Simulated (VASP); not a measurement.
# Sn (P6_3/mmc) in VASP: a series of runs

Sn is run at these levels: PBE; tasks: single point, relaxation of cell and atoms.

All numbers are computed with VASP 6.6.1; they aren't measurements. Logs are shortened: lines on timing, memory, paths and dates and some standing lists are left out, and cuts for length are marked.

## Step 1: The cell of the first run

It takes space group P6_3/mmc (No. 194, hexagonal). The conventional cell has a = 3.340 Å, b = 3.340 Å, c = 5.318 Å, α = 90.00°, β = 90.00°, γ = 120.00°. Sn (site symmetry -6m2) has 12 Sn at 3.28 to 3.34 Å within 4.3 Å.

This isn't the form of Sn at room conditions, which is tetragonal (white tin).

## Step 2: Single point, PBE

INCAR reads:

```
SYSTEM = Sn
PREC = Accurate ; ENCUT = 520
EDIFF = 1E-6 ; ISMEAR = -1
SIGMA = 0.1 ; LREAL = .False.
LASPH = .True. ; NELM = 60
ALGO = Normal ; ISIF = 2
LWAVE = .False. ; LCHARG = .False.
GGA = PE ; NBANDS = 21
```

KPOINTS reads:

```
Automatic mesh
0
Gamma
  13 13 7
  0 0 0
```

POSCAR reads:

```
Sn
1.0
    3.3402611876      0.0000000000      0.0000000000
   -1.6701305938      2.8927510438      0.0000000000
    0.0000000000      0.0000000000      5.3175104833
Sn
2
Direct
    0.3333333333      0.6666666667      0.2500000000
    0.6666666667      0.3333333333      0.7500000000
```

Potentials or basis: VASP PAW PBE potentials, release 64 (Sn_d).

The run is started by

```bash
> cat potpaw_PBE.64/Sn_d/POTCAR > POTCAR
> mpirun -np 1 vasp_std > vasp.out
```

OUTCAR:

```text
SYSTEM = Sn
   PREC = Accurate
   ENCUT = 520
   EDIFF = 1E-6
   ISMEAR = -1
   LREAL = .False.
   LASPH = .True.
   NELM = 60
   ISIF = 2
   GGA = PE

 ion  position               nearest neighbor table
   1  0.333  0.667  0.250-   2 3.28   2 3.28   2 3.28   2 3.28   2 3.28   2 3.28
   2  0.667  0.333  0.750-   1 3.28   1 3.28   1 3.28   1 3.28   1 3.28   1 3.28

  LATTYP: Found a hexagonal cell.
 ALAT       =     3.3402611876
 C/A-ratio  =     1.5919445171

  Lattice vectors:

 A1 = (   3.3402611876,   0.0000000000,   0.0000000000)
 A2 = (  -1.6701305938,   2.8927510438,   0.0000000000)
 A3 = (   0.0000000000,   0.0000000000,   5.3175104833)

Analysis of symmetry for initial positions (statically):
=====================================================================
 Subroutine PRICEL returns:
 Original cell was already a primitive cell.

 Routine SETGRP: Setting up the symmetry group for a
 hexagonal supercell.

 Subroutine GETGRP returns: Found 24 space group operations
 (whereof 12 operations were pure point group operations)
 out of a pool of 24 trial point group operations.

The static configuration has the point symmetry D_3d.
 The point group associated with its full space group is D_6h.

Analysis of symmetry for dynamics (positions and initial velocities):
=====================================================================
 Subroutine PRICEL returns:
 Original cell was already a primitive cell.

 Routine SETGRP: Setting up the symmetry group for a
 hexagonal supercell.

 Subroutine GETGRP returns: Found 24 space group operations
 (whereof 12 operations were pure point group operations)
 out of a pool of 24 trial point group operations.

The dynamic configuration has the point symmetry D_3d.
 The point group associated with its full space group is D_6h.

 Subroutine INISYM returns: Found 24 space group operations
 (whereof 12 operations are pure point group operations),
 and found     1 'primitive' translations

----------------------------------------------------------------------------------------

                                     Primitive cell

  volume of cell :      51.3807

  direct lattice vectors                    reciprocal lattice vectors
     3.340261188  0.000000000  0.000000000     0.299377786  0.172845846  0.000000000
    -1.670130594  2.892751044  0.000000000     0.000000000  0.345691691  0.000000000
     0.000000000  0.000000000  5.317510483     0.000000000  0.000000000  0.188057927

  length of vectors
     3.340261188  3.340261188  5.317510483     0.345691691  0.345691691  0.188057927

  position of ions in fractional coordinates (direct lattice)
     0.333333333  0.666666667  0.250000000
     0.666666667  0.333333333  0.750000000

  ion indices of the primitive-cell ions
   primitive index   ion index
                 1           1
                 2           2

----------------------------------------------------------------------------------------

 KPOINTS: Automatic mesh

Automatic generation of k-mesh.
 Grid dimensions read from file:
 generate k-points for:   13   13    7

 Generating k-lattice:

  Cartesian coordinates                     Fractional coordinates (reciprocal lattice)
     0.023029060  0.013295834  0.000000000     0.076923077  0.000000000  0.000000000
     0.000000000  0.026591669  0.000000000     0.000000000  0.076923077  0.000000000
     0.000000000  0.000000000  0.026865418     0.000000000  0.000000000  0.142857143

  Length of vectors
     0.026591669  0.026591669  0.026865418

  Shift w.r.t. Gamma in fractional coordinates (k-lattice)
     0.000000000  0.000000000  0.000000000

 Subroutine IBZKPT returns following result:
 ===========================================

 Found     84 irreducible k-points:

 Following reciprocal coordinates:
            Coordinates               Weight
  0.000000  0.000000  0.000000      1.000000
  0.076923  0.000000  0.000000      6.000000
  0.153846  0.000000  0.000000      6.000000
  0.230769  0.000000  0.000000      6.000000
  0.307692  0.000000  0.000000      6.000000
  0.384615  0.000000  0.000000      6.000000
[... 16 lines left out ...]
  0.076923  0.000000  0.142857     12.000000
  0.153846  0.000000  0.142857     12.000000
 [... further k-points ...]
   k-points           NKPTS =     84   k-points in BZ     NKDIM =     84   number of bands    NBANDS=     21
   number of dos      NEDOS =    301   number of ions     NIONS =      2
   total plane-waves  NPLWV =  31360
   dimension x,y,z NGX =    28 NGY =   28 NGZ =   40
   dimension x,y,z NGXF=    56 NGYF=   56 NGZF=   80
   ions per type =               2
   NGX,Y,Z   is equivalent  to a cutoff of  13.94, 13.94, 12.51 a.u.
   NGXF,Y,Z  is equivalent  to a cutoff of  27.87, 27.87, 25.01 a.u.
 SYSTEM =  Sn
   PREC   = accura    normal or accurate (medium, high low for compatibility)
   ISTART =      0    job   : 0-new  1-cont  2-samecut
   ICHARG =      2    charge: 1-file 2-atom 10-const
   ISPIN  =      1    spin polarized calculation?
   LNONCOLLINEAR =      F non collinear calculations
   LSORBIT =      F    spin-orbit coupling
   LASPH  =      T    aspherical Exc in radial PAW
   ENCUT  =  520.0 eV  38.22 Ry    6.18 a.u.   6.21  6.21  9.89*2*pi/ulx,y,z
   NELM   =     60;   NELMIN=  2; NELMDL= -5     # of ELM steps
   EDIFF  = 0.1E-05   stopping-criterion for ELM
   LREAL  =      F    real-space projection
   EDIFFG = 0.1E-04   stopping-criterion for IOM
   NSW    =      0    number of steps for IOM
   IBRION =     -1    ionic relax: 0-MD 1-quasi-New 2-CG
   NFREE  =      0    steps in history (QN), initial steepest desc. (CG)
   ISIF   =      2    stress and relaxation
   ISYM   =      2    0-nonsym 1-usesym 2-fastsym
   POTIM  = 0.5000    time-step for ionic-motion
   TEBEG  =    0.0;   TEEND  =   0.0 temperature during run
   PSTRESS=    0.0 pullay stress
   NELECT =      28.0000    total number of electrons
   NUPDOWN=      -1.0000    fix difference up-down
   EMIN   =  10.00;   EMAX   =-10.00  energy-range for DOS
   EFERMI =   0.00;   METHOD = LEGACY
   ISMEAR =    -1;   SIGMA  =   0.10  broadening in eV -4-tet -1-fermi 0-gaus
   EFERMI_NEDOS =   21; number of points for ismear=-14 and -15
   IALGO  =     38    algorithm
   IMIX   =      4    mixing-type and parameters
     AMIX     =   0.40;   BMIX     =  1.00
     AMIX_MAG =   1.60;   BMIX_MAG =  1.00
  volume/ion in A,a.u.               =      25.69       173.37
  Fermi-wavevector in a.u.,A,eV,Ry     =   1.337193  2.526929 24.328390  1.788086
  Thomas-Fermi vector in A             =   2.465761
   LORBIT       =      0    0 simple, 1 ext, 2 COOP (PROOUT), +10 PAW based schemes
   GGA     = PE    functional components
   LHFCALC =     F    Hartree Fock is set to
   AEXX    =    0.0000 exact exchange contribution
   IVDW    =     0    specifies the selected vdW correction
   LEPSILON=     F    determine dielectric tensor
   LRPA    =     F    only Hartree local field effects (RPA)
 non-spin polarized calculation
  energy-cutoff  :      520.00
  volume of cell :       51.38
 maximum number of plane-waves:      1400
 NGX is ok and might be reduce to    28

 number of electron      28.0000007 magnetization

 Free energy of the ion-electron system (eV)
  ---------------------------------------------------
  ext. energy  EPLUGINS =         0.00000000
  ---------------------------------------------------
  free energy    TOTEN  =        -7.53120047 eV

  energy without entropy =       -7.49664448  energy(sigma->0) =       -7.51392247

 E-fermi :   8.8379     XC(G=0): -10.6335

 val. band max:        8.8068629955   @ k =   0.1538   0.1538   0.0000
 cond. band min:       8.8521559279   @ k =   0.3077   0.1538   0.2857
 fundamental gap:      0.0452929324
 Fermi energy:         8.8378789476

 k-point     1 :       0.0000    0.0000    0.0000
  band No.  band energies     occupation
      1     -12.7720      2.00000
      2     -12.7587      2.00000
      3     -12.7502      2.00000
      4     -12.7502      2.00000
      5     -12.7360      2.00000
      6     -12.7360      2.00000
[... 13 lines left out ...]
     20      18.5332      0.00000
     21      21.0129      0.00000

 k-point     2 :       0.0769    0.0000    0.0000
  band No.  band energies     occupation
      1     -12.7736      2.00000
      2     -12.7633      2.00000
      3     -12.7415      2.00000
      4     -12.7401      2.00000
      5     -12.7320      2.00000
      6     -12.7274      2.00000
[... 13 lines left out ...]
     20      18.9533      0.00000
     21      20.5218      0.00000

 k-point     3 :       0.1538    0.0000    0.0000
  band No.  band energies     occupation
      1     -12.7897      2.00000
      2     -12.7551      2.00000
      3     -12.7333      2.00000
      4     -12.7324      2.00000
      5     -12.7314      2.00000
      6     -12.7173      2.00000
[... 13 lines left out ...]
     20      19.5686      0.00000
     21      19.9639      0.00000

 k-point     4 :       0.2308    0.0000    0.0000
  band No.  band energies     occupation
      1     -12.8107      2.00000
      2     -12.7499      2.00000
      3     -12.7478      2.00000
      4     -12.7437      2.00000
      5     -12.7223      2.00000
      6     -12.6833      2.00000
[... 13 lines left out ...]
     20      18.9040      0.00000
     21      20.1916      0.00000

 k-point     5 :       0.3077    0.0000    0.0000
  band No.  band energies     occupation
      1     -12.8312      2.00000
      2     -12.7693      2.00000
      3     -12.7558      2.00000
      4     -12.7496      2.00000
      5     -12.7036      2.00000
      6     -12.6528      2.00000
[... 13 lines left out ...]
     20      18.3129      0.00000
     21      19.9905      0.00000
[... 382 lines left out ...]
     20      22.1312      0.00000
     21      22.3758      0.00000

 k-point    22 :       0.0000    0.0000    0.1429
  band No.  band energies     occupation
      1     -12.7708      2.00000
      2     -12.7588      2.00000
      3     -12.7586      2.00000
      4     -12.7586      2.00000
      5     -12.7397      2.00000
      6     -12.7397      2.00000
[... 13 lines left out ...]
     20      18.6913      0.00000
     21      20.5695      0.00000

 k-point    23 :       0.0769    0.0000    0.1429
  band No.  band energies     occupation
      1     -12.7736      2.00000
      2     -12.7627      2.00000
      3     -12.7520      2.00000
      4     -12.7519      2.00000
      5     -12.7356      2.00000
      6     -12.7311      2.00000
[... 13 lines left out ...]
     20      18.9292      0.00000
     21      20.2661      0.00000

 k-point    24 :       0.1538    0.0000    0.1429
  band No.  band energies     occupation
      1     -12.7891      2.00000
      2     -12.7559      2.00000
      3     -12.7505      2.00000
      4     -12.7395      2.00000
      5     -12.7259      2.00000
      6     -12.7075      2.00000
[... 13 lines left out ...]
     20      19.1988      0.00000
     21      19.3719      0.00000

 [... further k-points ...]

------------------------ aborting loop because EDIFF is reached ----------------------------------------

  FORCE on cell =-STRESS in cart. coord.  units (eV):
  Direction    XX          YY          ZZ          XY          YZ          ZX
  --------------------------------------------------------------------------------------
  -------------------------------------------------------------------------------------
  Total        1.3840040      1.3840040      1.3882748      0.0000000      0.0000000     -0.0000000
  in kB       43.1566848     43.1566848     43.2898601      0.0000000      0.0000000     -0.0000000
  external PRESSURE =      43.2010766 kB  Pullay stress =       0.0000000 kB

 VOLUME and BASIS-vectors are now :
 -----------------------------------------------------------------------------
  energy-cutoff  :      520.00
  volume of cell :       51.38
      direct lattice vectors                 reciprocal lattice vectors
     3.340261188  0.000000000  0.000000000     0.299377786  0.172845846  0.000000000
    -1.670130594  2.892751044  0.000000000     0.000000000  0.345691691  0.000000000
     0.000000000  0.000000000  5.317510483     0.000000000  0.000000000  0.188057927

 POSITION                                       TOTAL-FORCE (eV/Angst)
 -----------------------------------------------------------------------------------
     -0.00000      1.92850      1.32938         0.000000     -0.000000     -0.000000
      1.67013      0.96425      3.98813        -0.000000      0.000000      0.000000
 -----------------------------------------------------------------------------------
    total drift:                                0.000000     -0.000000      0.000000

  FREE ENERGIE OF THE ION-ELECTRON SYSTEM (eV)
  ---------------------------------------------------
  free  energy   TOTEN  =        -7.5312004676 eV

  energy  without entropy=       -7.4966444808  energy(sigma->0) =       -7.51392247
```

Wall time 74 s (1 thread of Intel Xeon 8259CL, shared host); peak memory 0.22 GiB.

What came out:

| Quantity | Value |
| --- | --- |
| Free energy | -7.5312 eV |
| Pressure | 4.3 GPa |
| Band gap on the k mesh | zero (bands 14 and 15 overlap by 7.98 eV) |

Caveat: the cell stands under pressure; spin-orbit coupling is left out, which moves the levels of the heavy elements.

## Step 3: Single point, PBE

This run uses another cell than the first one: it holds 4 atoms, not 2.

INCAR reads:

```
SYSTEM = Sn
PREC = Accurate
ENCUT = 520
EDIFF = 1E-6
ISMEAR = -1
SIGMA = 0.1
LREAL = .False.
LASPH = .True.
NELM = 80
ALGO = Normal
ISIF = 2
LWAVE = .False.
LCHARG = .False.
GGA = PE
NBANDS = 36
```

KPOINTS reads:

```
regular mesh
0
Gamma
  11 11 3
  0 0 0
```

POSCAR reads:

```
Sn
1.0
    3.3028001890      0.0000000000      0.0000000000
   -1.6514000945      2.8603088673      0.0000000000
    0.0000000000      0.0000000000     10.9146671235
Sn
4
Direct
    0.0000000000      0.0000000000      0.0000000000
    0.0000000000      0.0000000000      0.5000000000
    0.3333333333      0.6666666667      0.2500000000
    0.6666666667      0.3333333333      0.7500000000
```

Potentials or basis: VASP PAW PBE potentials, release 64 (Sn_d).

The run is started by

```bash
> cat potpaw_PBE.64/Sn_d/POTCAR > POTCAR
> mpirun -np 1 vasp_std > vasp.out
```

Run time: 1.8 min. Hardware: 1 thread of Intel Xeon 8259CL, shared host; peak memory 0.28 GiB.

Results (log left out):

* Free energy: -15.0895 eV
* Pressure: 4.4 GPa
* Band gap on the k mesh: zero (bands 28 and 29 overlap by 8.16 eV)

Levels at points of the mesh, in eV from the Fermi level:
| k point | band 24 | band 25 | band 26 | band 27 | band 28 | band 29 | band 30 | band 31 | band 32 | band 33 |
| --- | --- | --- | --- | --- | --- | --- | --- | --- | --- | --- |
| (0.00, 0.00, 0.00) | -7.02 | -4.97 | 0.86 | 0.86 | 6.19 | 6.19 | 6.97 | 6.97 | 7.11 | 7.11 |

Caveat: the cell stands under pressure; spin-orbit coupling is left out, which moves the levels of the heavy elements.

[end of part 1 of 2]
